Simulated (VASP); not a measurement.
Wanted: the native input for a VASP 6.6.1 run.

```yaml
Task: single point
Functional: LDA
Potentials_or_basis: VASP PAW LDA potentials, release 64 (Cs_sv)
Cutoff: 520 eV
k_mesh: 8 × 8 × 8
Occupations: fermi-dirac, width 1 eV
Spin: no spin polarisation
Dipole_correction: no
Further_INCAR_settings: ALGO = Normal; EDIFF = 1e-06; NBANDS = 10
```

The structure of Cs lies in POSCAR:

```
Cs
1.0
   -2.8840810378      2.8840810378      2.8840810378
    2.8840810378     -2.8840810378      2.8840810378
    2.8840810378      2.8840810378     -2.8840810378
Cs
1
Direct
    0.0000000000      0.0000000000      0.0000000000
```

The input as run:

INCAR

```
PREC = Accurate
ENCUT = 520
EDIFF = 1E-6
ISMEAR = -1
SIGMA = 1.0
LREAL = F
LASPH = T
NELM = 60
ALGO = Normal
ISIF = 2
LWAVE = F
LCHARG = F
GGA = CA
NBANDS = 10
```

KPOINTS

```
regular mesh
0
Gamma
  8 8 8
```

Potentials or basis: VASP PAW LDA potentials, release 64 (Cs_sv).

Run with:

```console
$ cat potpaw_LDA.64/Cs_sv/POTCAR > POTCAR
$ mpirun -np 1 vasp_std > vasp.out
```

It gave:

* Pressure: 0.3 GPa

It took 27 s on 1 thread of Intel Xeon 6975P-C, with other jobs on the host, peak memory 0.19 GiB.
